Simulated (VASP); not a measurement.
Na2B3, 5 atoms in the cell. It takes space group P4/mmm (No. 123, tetragonal). The conventional cell has a = 3.759 Å, b = 3.759 Å, c = 6.629 Å, α = 90.00°, β = 90.00°, γ = 90.00°. Na (site symmetry 4/mmm) has 6 B at 2.52 to 2.66 Å within 3.3 Å. Within 3.8 Å of Na (site symmetry 4/mmm) lie 10 B at 2.77 to 3.31 Å and 4 Na at 3.76 Å. Within 2.1 Å of B (site symmetry 4mm) lie 1 B at 1.59 Å. B (site symmetry 4/mmm) has 6 Na at 2.66 to 3.31 Å within 3.5 Å. The cell was built from a structure type or drawn by symmetry, and may not be a known phase.

- Program: VASP 6.6.1
- Task: single point
- Functional: PBE
- Potentials or basis: VASP PAW PBE potentials, release 64 (Na_pv, B)
- Cutoff: 520 eV
- k mesh: 10 × 10 × 6
- Occupations: gaussian, width 0.1 eV
- Spin: no spin polarisation
- Dipole correction: no
- Further INCAR settings: ALGO = Normal; EDIFF = 1e-06; NBANDS = 20

Potentials or basis: VASP PAW PBE potentials, release 64 (Na_pv, B).

Launch:

```sh
$ cat potpaw_PBE.64/Na_pv/POTCAR potpaw_PBE.64/B/POTCAR > POTCAR
$ mpirun -np 1 vasp_std > vasp.out
```

Hardware: 1 thread of Intel Xeon 8259CL, on a shared host.

Estimate the wall time of this run.

It took 2.3 min on 1 thread of Intel Xeon 8259CL, on a shared host, peak memory 0.26 GiB. Counts: scf iterations 14, k points 84.
